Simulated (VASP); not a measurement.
# BN (I-4m2) in VASP: notebook

The runs below take BN through single point, with HSE06.

Everything below comes from runs of VASP 6.6.1. Logs are shortened: lines on timing, memory, paths and dates and some standing lists are left out, and cuts for length are marked.

**1. The cell of the first run**

The structure is tetragonal, space group I-4m2 (No. 119). Conventional cell: a = 2.450 Å, b = 2.450 Å, c = 3.670 Å, α = 90.00°, β = 90.00°, γ = 90.00°. B (site symmetry -4m2) has 4 N at 1.53 Å within 2.0 Å. N (site symmetry -4m2) has 4 B at 1.53 Å within 2.0 Å.

**2. Single point, HSE06 (epitaxial xy strain -4.0%)**

Input file POSCAR:

```
BN
1.0
    0.0000000000      1.7326324464      1.8351386583
    1.7326324464      0.0000000000      1.8351386583
    1.7326324464      1.7326324464      0.0000000000
B N
1 1
Direct
    0.0000000000      0.0000000000      0.0000000000
    0.2500000000      0.2500000000      0.2500000000
```

Input file INCAR.step1:

```
SYSTEM = BN
  ALGO = Normal
  EDIFF = 1E-5
  ENCUT = 520
  GGA = PE
  ISIF = 2
  ISMEAR = 0
  LASPH = .TRUE.
  LREAL = .FALSE.
  LWAVE = .TRUE.
  NBANDS = 11
  NELM = 100
  PREC = Accurate
  SIGMA = 0.01
```

Input file INCAR.step2:

```
SYSTEM = BN
  ALGO = Normal
  EDIFF = 1E-6
  ENCUT = 520
  GGA = PE
  HFSCREEN = 0.2079
  ISIF = 2
  ISMEAR = 0
  ISTART = 1
  LASPH = .TRUE.
  LCHARG = .TRUE.
  LELF = .TRUE.
  LHFCALC = .TRUE.
  LREAL = .FALSE.
  LVHAR = .TRUE.
  LWAVE = .FALSE.
  NBANDS = 11
  NELM = 100
  PREC = Accurate
  PRECFOCK = Normal
  SIGMA = 0.01
```

Input file KPOINTS:

```
k-points
0
G
  8 8 8
  0 0 0
```

Potentials or basis: VASP PAW PBE potentials, release 64 (B, N).

The run is started by

```bash
$ cat potpaw_PBE.64/B/POTCAR potpaw_PBE.64/N/POTCAR > POTCAR
$ cp INCAR.step1 INCAR
$ mpirun -np 1 vasp_std > vasp.out
$ cp INCAR.step2 INCAR
$ mpirun -np 1 vasp_std > vasp.out
```

OUTCAR:

```text
SYSTEM = BN
   EDIFF = 1E-6
   ENCUT = 520
   GGA = PE
   HFSCREEN = 0.2079
   ISIF = 2
   ISMEAR = 0
   ISTART = 1
   LASPH = .TRUE.
   LHFCALC = .TRUE.
   LREAL = .FALSE.
   NELM = 100
   PREC = Accurate
   PRECFOCK = Normal

 ion  position               nearest neighbor table
   1  0.000  0.000  0.000-   2 1.53   2 1.53   2 1.53   2 1.53
   2  0.250  0.250  0.250-   1 1.53   1 1.53   1 1.53   1 1.53

  LATTYP: Found a body centered tetragonal cell.
 ALAT       =     2.4503123043
 C/A-ratio  =     1.4978814375

  Lattice vectors:

 A1 = (  -1.7326324464,   0.0000000000,   1.8351386583)
 A2 = (   1.7326324464,   0.0000000000,   1.8351386583)
 A3 = (   0.0000000000,   1.7326324464,  -1.8351386583)

Analysis of symmetry for initial positions (statically):
=====================================================================
 Subroutine PRICEL returns:
 Original cell was already a primitive cell.

 Routine SETGRP: Setting up the symmetry group for a
 body centered tetragonal supercell.

 Subroutine GETGRP returns: Found  8 space group operations
 (whereof  8 operations were pure point group operations)
 out of a pool of 16 trial point group operations.

The static configuration has the point symmetry D_2d.

Analysis of symmetry for dynamics (positions and initial velocities):
=====================================================================
 Subroutine PRICEL returns:
 Original cell was already a primitive cell.

 Routine SETGRP: Setting up the symmetry group for a
 body centered tetragonal supercell.

 Subroutine GETGRP returns: Found  8 space group operations
 (whereof  8 operations were pure point group operations)
 out of a pool of 16 trial point group operations.

The dynamic configuration has the point symmetry D_2d.

 Subroutine INISYM returns: Found  8 space group operations
 (whereof  8 operations are pure point group operations),
 and found     1 'primitive' translations

----------------------------------------------------------------------------------------

                                     Primitive cell

  volume of cell :      11.0182

  direct lattice vectors                    reciprocal lattice vectors
     0.000000000  1.732632446  1.835138658    -0.288578227  0.288578227  0.272458976
     1.732632446  0.000000000  1.835138658     0.288578227 -0.288578227  0.272458976
     1.732632446  1.732632446  0.000000000     0.288578227  0.288578227 -0.272458976

  length of vectors
     2.523836185  2.523836185  2.450312304     0.490702232  0.490702232  0.490702232

  position of ions in fractional coordinates (direct lattice)
     0.000000000  0.000000000  0.000000000
     0.250000000  0.250000000  0.250000000

  ion indices of the primitive-cell ions
   primitive index   ion index
                 1           1
                 2           2

----------------------------------------------------------------------------------------

 KPOINTS: k-points

Automatic generation of k-mesh.
 Grid dimensions read from file:
 generate k-points for:    8    8    8

 Generating k-lattice:

  Cartesian coordinates                     Fractional coordinates (reciprocal lattice)
    -0.036072278  0.036072278  0.034057372     0.125000000  0.000000000  0.000000000
     0.036072278 -0.036072278  0.034057372     0.000000000  0.125000000  0.000000000
     0.036072278  0.036072278 -0.034057372     0.000000000  0.000000000  0.125000000

  Length of vectors
     0.061337779  0.061337779  0.061337779

  Shift w.r.t. Gamma in fractional coordinates (k-lattice)
     0.000000000  0.000000000  0.000000000

 Subroutine IBZKPT returns following result:
 ===========================================

 Found     59 irreducible k-points:

 Following reciprocal coordinates:
            Coordinates               Weight
  0.000000  0.000000  0.000000      1.000000
  0.125000  0.000000  0.000000      8.000000
  0.250000  0.000000  0.000000      8.000000
  0.375000  0.000000  0.000000      8.000000
  0.500000  0.000000  0.000000      4.000000
  0.125000  0.125000  0.000000      2.000000
[... 16 lines left out ...]
  0.250000  0.000000  0.125000     16.000000
  0.375000  0.000000  0.125000     16.000000
 [... further k-points ...]
   k-points           NKPTS =     59   k-points in BZ     NKDIM =    512   number of bands    NBANDS=     11
   number of dos      NEDOS =    301   number of ions     NIONS =      2
   total plane-waves  NPLWV =   7200
   dimension x,y,z NGX =    20 NGY =   20 NGZ =   18
   dimension x,y,z NGXF=    40 NGYF=   40 NGZF=   36
   ions per type =               1   1
   NGX,Y,Z   is equivalent  to a cutoff of  13.17, 13.17, 12.21 a.u.
   NGXF,Y,Z  is equivalent  to a cutoff of  26.35, 26.35, 24.42 a.u.
 SYSTEM =  BN
   PREC   = accura    normal or accurate (medium, high low for compatibility)
   ISTART =      1    job   : 0-new  1-cont  2-samecut
   ICHARG =      0    charge: 1-file 2-atom 10-const
   ISPIN  =      1    spin polarized calculation?
   LNONCOLLINEAR =      F non collinear calculations
   LSORBIT =      F    spin-orbit coupling
   LASPH  =      T    aspherical Exc in radial PAW
   ENCUT  =  520.0 eV  38.22 Ry    6.18 a.u.   4.69  4.69  4.56*2*pi/ulx,y,z
   NELM   =    100;   NELMIN=  2; NELMDL=  0     # of ELM steps
   EDIFF  = 0.1E-05   stopping-criterion for ELM
   LREAL  =      F    real-space projection
   EDIFFG = 0.1E-04   stopping-criterion for IOM
   NSW    =      0    number of steps for IOM
   IBRION =     -1    ionic relax: 0-MD 1-quasi-New 2-CG
   NFREE  =      0    steps in history (QN), initial steepest desc. (CG)
   ISIF   =      2    stress and relaxation
   ISYM   =      3    0-nonsym 1-usesym 2-fastsym
   POTIM  = 0.5000    time-step for ionic-motion
   TEBEG  =    0.0;   TEEND  =   0.0 temperature during run
   PSTRESS=    0.0 pullay stress
   NELECT =       8.0000    total number of electrons
   NUPDOWN=      -1.0000    fix difference up-down
   EMIN   =  10.00;   EMAX   =-10.00  energy-range for DOS
   EFERMI =   0.00;   METHOD = LEGACY
   ISMEAR =     0;   SIGMA  =   0.01  broadening in eV -4-tet -1-fermi 0-gaus
   EFERMI_NEDOS =   21; number of points for ismear=-14 and -15
   IALGO  =     38    algorithm
   IMIX   =      1    mixing-type and parameters
     AMIX     =   0.40;   BMIX     =  1.00
     AMIX_MAG =   1.60;   BMIX_MAG =  1.00
  volume/ion in A,a.u.               =       5.51        37.18
  Fermi-wavevector in a.u.,A,eV,Ry     =   1.471412  2.780565 29.457331  2.165053
  Thomas-Fermi vector in A             =   2.586551
   LORBIT       =      0    0 simple, 1 ext, 2 COOP (PROOUT), +10 PAW based schemes
   GGA     = PE    functional components
   LHFCALC =     T    Hartree Fock is set to
   PRECFOCK=normal    Normal, Fast or Accurate (Low or Medium for compatibility)
   ENCUT4O =  -1.0   cutoff for four orbital integrals eV
   NKREDX  =     1    reduce k-point grid by
   NKREDY  =     1    reduce k-point grid by
   NKREDZ  =     1    reduce k-point grid by
   AEXX    =    0.2500 exact exchange contribution
   HFSCREEN=    0.2079 screening length (either q_TF or 0.3 A-1)
   HFSCREENC=   0.2079 screening length for correlation (either q_TF or 0.3 A-1)
   ENCUTFOCK=  -1.0 apply spherical cutoff to Coloumb kernel
   IVDW    =     0    specifies the selected vdW correction
   LEPSILON=     F    determine dielectric tensor
   LRPA    =     F    only Hartree local field effects (RPA)
 non-spin polarized calculation
 Gauss-broadening in eV      SIGMA  =   0.01
  energy-cutoff  :      520.00
  volume of cell :       11.02
 maximum number of plane-waves:       311
  NGX = 16; NGY = 16; NGZ = 14

 number of electron       7.9999999 magnetization

 Free energy of the ion-electron system (eV)
  ---------------------------------------------------
  ext. energy  EPLUGINS =         0.00000000
  ---------------------------------------------------
  free energy    TOTEN  =       -20.22632615 eV

  energy without entropy =      -20.22632615  energy(sigma->0) =      -20.22632615

 E-fermi :   7.8441     XC(G=0): -10.7573

 val. band max:        7.6389132519   @ k =   0.0000   0.0000   0.0000
 cond. band min:      12.9349324799   @ k =   0.5000   0.0000   0.5000
 fundamental gap:      5.2960192281
 Fermi energy:         7.8441293296

 k-point     1 :       0.0000    0.0000    0.0000
  band No.  band energies     occupation
      1     -15.5382      2.00000
      2       6.9707      2.00000
      3       7.6389      2.00000
      4       7.6389      2.00000
      5      18.2200      0.00000
      6      18.2200      0.00000
      7      18.6434      0.00000
      8      20.7361      0.00000
      9      35.5420      0.00000
     10      36.0917      0.00000
     11      36.6711      0.00000

 k-point     2 :       0.1250    0.0000    0.0000
  band No.  band energies     occupation
      1     -15.1060      2.00000
      2       5.2620      2.00000
      3       6.7470      2.00000
      4       7.2576      2.00000
      5      18.5285      0.00000
      6      18.9045      0.00000
      7      19.4447      0.00000
      8      21.9552      0.00000
      9      33.1776      0.00000
     10      34.9985      0.00000
     11      35.7141      0.00000

 k-point     3 :       0.2500    0.0000    0.0000
  band No.  band energies     occupation
      1     -13.8466      2.00000
      2       1.1687      2.00000
      3       5.7365      2.00000
      4       6.5048      2.00000
      5      18.9291      0.00000
      6      20.1309      0.00000
      7      20.5258      0.00000
      8      24.0715      0.00000
      9      32.6456      0.00000
     10      34.1271      0.00000
     11      34.2662      0.00000
[... 267 lines left out ...]
 k-point    23 :       0.2500    0.0000    0.1250
  band No.  band energies     occupation
      1     -13.9345      2.00000
      2       2.5766      2.00000
      3       4.9035      2.00000
      4       5.9848      2.00000
      5      17.5528      0.00000
      6      20.7375      0.00000
      7      22.1013      0.00000
      8      22.9692      0.00000
      9      29.9917      0.00000
     10      36.1304      0.00000
     11      37.4033      0.00000

 k-point    24 :       0.3750    0.0000    0.1250
  band No.  band energies     occupation
      1     -12.2234      2.00000
      2      -1.4155      2.00000
      3       4.1858      2.00000
      4       5.1768      2.00000
      5      18.1944      0.00000
      6      21.1390      0.00000
      7      22.7843      0.00000
      8      23.9990      0.00000
      9      31.1039      0.00000
     10      36.4572      0.00000
     11      38.0787      0.00000

 [... further k-points ...]

------------------------ aborting loop because EDIFF is reached ----------------------------------------

  FORCE on cell =-STRESS in cart. coord.  units (eV):
  Direction    XX          YY          ZZ          XY          YZ          ZX
  --------------------------------------------------------------------------------------
  -------------------------------------------------------------------------------------
  Total        2.6749281      2.6749281     -0.2719050      0.0000000      0.0000000      0.0000000
  in kB      388.9653627    388.9653627    -39.5381154      0.0000000      0.0000000      0.0000000
  external PRESSURE =     246.1308700 kB  Pullay stress =       0.0000000 kB

 VOLUME and BASIS-vectors are now :
 -----------------------------------------------------------------------------
  energy-cutoff  :      520.00
  volume of cell :       11.02
      direct lattice vectors                 reciprocal lattice vectors
     0.000000000  1.732632446  1.835138658    -0.288578227  0.288578227  0.272458976
     1.732632446  0.000000000  1.835138658     0.288578227 -0.288578227  0.272458976
     1.732632446  1.732632446  0.000000000     0.288578227  0.288578227 -0.272458976

 POSITION                                       TOTAL-FORCE (eV/Angst)
 -----------------------------------------------------------------------------------
      0.00000      0.00000      0.00000         0.000000      0.000000      0.000000
      0.86632      0.86632      0.91757        -0.000000     -0.000000     -0.000000
 -----------------------------------------------------------------------------------
    total drift:                                0.000001      0.000001     -0.000007

  FREE ENERGIE OF THE ION-ELECTRON SYSTEM (eV)
  ---------------------------------------------------
  free  energy   TOTEN  =       -20.2263261503 eV

  energy  without entropy=      -20.2263261503  energy(sigma->0) =      -20.22632615
```

Wall time 19 min (1 thread of Intel Xeon Platinum 8375C at 2.90GHz (Ice Lake), shared host); peak memory 0.23 GiB.

Results:

| Property | Result |
| --- | --- |
| Free energy | -20.2263 eV |
| Pressure | 24.6 GPa |
| Band gap on the k mesh | 5.30 eV (least direct gap 10.58 eV) |

Caveat: the cell differs from its parent crystal (epitaxial xy strain -4.0%); the stress differs along the axes, from -4 to 39 GPa; the PAW data sets were made with another functional, which shifts forces and pressure a little. A k mesh can miss the band edges.

**3. Single point, HSE06 (epitaxial xy strain +2.0%)**

Input file POSCAR:

```
BN
1.0
    0.0000000000      1.8409219743      1.7893037102
    1.8409219743      0.0000000000      1.7893037102
    1.8409219743      1.8409219743      0.0000000000
B N
1 1
Direct
    0.0000000000      0.0000000000      0.0000000000
    0.2500000000      0.2500000000      0.2500000000
```

Input file INCAR.step1:

```
ALGO     = Normal         # electronic algorithm
EDIFF    = 1E-5           # SCF threshold, eV
ENCUT    = 520            # plane-wave cutoff, eV
GGA      = PE             # functional
ISIF     = 2              # what is computed and relaxed
ISMEAR   = 0              # smearing method
LASPH    = True           # aspherical terms in the spheres
LREAL    = False          # projectors in reciprocal space
LWAVE    = True           # write WAVECAR
NBANDS   = 11             # bands
NELM     = 60             # most SCF steps
PREC     = Accurate       # precision mode
SIGMA    = 0.01           # smearing width, eV
```

Input file INCAR.step2:

```
ALGO     = Normal         # electronic algorithm
EDIFF    = 1E-7           # SCF threshold, eV
ENCUT    = 520            # plane-wave cutoff, eV
GGA      = PE             # functional
HFSCREEN = 0.2079         # screening, 1/A
ISIF     = 2              # what is computed and relaxed
ISMEAR   = 0              # smearing method
ISTART   = 1            
LASPH    = True           # aspherical terms in the spheres
LCHARG   = True           # write CHGCAR
LELF     = True           # ELF
LHFCALC  = True           # exact exchange
LREAL    = False          # projectors in reciprocal space
LVHAR    = True         
LWAVE    = False          # write WAVECAR
NBANDS   = 11             # bands
NELM     = 60             # most SCF steps
PREC     = Accurate       # precision mode
PRECFOCK = Normal       
SIGMA    = 0.01           # smearing width, eV
```

Input file KPOINTS:

```
k-points
0
Gamma
  8 8 8
```

Potentials or basis: VASP PAW PBE potentials, release 64 (B, N).

The run is started by

```bash
$ cat potpaw_PBE.64/B/POTCAR potpaw_PBE.64/N/POTCAR > POTCAR
$ cp INCAR.step1 INCAR
$ mpirun -np 1 vasp_std > vasp.out
$ cp INCAR.step2 INCAR
$ mpirun -np 1 vasp_std > vasp.out
```

It took 14 min on 1 thread of Intel Xeon Platinum 8488C (Sapphire Rapids), shared host; peak memory 0.23 GiB.

Results (log left out):

```
Free energy            : -20.2930 eV
Pressure               : -15.4 GPa
Band gap on the k mesh : 5.24 eV (least direct gap 10.11 eV)
```

Stress tensor (GPa, compression positive):
```
-21.12   0.00   0.00
  0.00 -21.12   0.00
  0.00   0.00  -3.91
```

Levels at points of the mesh, in eV from the valence-band top:
```csv
k point,band 1,band 2,band 3,band 4,band 5,band 6,band 7,band 8
"(0.00, 0.00, 0.00)",-21.97,-0.27,-0.27,0.00,10.11,10.31,10.31,11.49
"(0.50, 0.00, 0.00)",-17.58,-11.55,-2.45,-2.01,11.09,12.00,12.55,16.92
"(0.50, 0.50, 0.00)",-15.91,-9.48,-5.61,-5.61,5.24,9.94,19.89,19.89
"(0.50, 0.00, 0.50)",-16.24,-9.91,-5.23,-5.20,5.73,10.63,19.57,20.01
```

Caveat: the cell differs from its parent crystal (epitaxial xy strain +2.0%); the stress differs along the axes, from -21 to -4 GPa; the PAW data sets were made with another functional, which shifts forces and pressure a little.
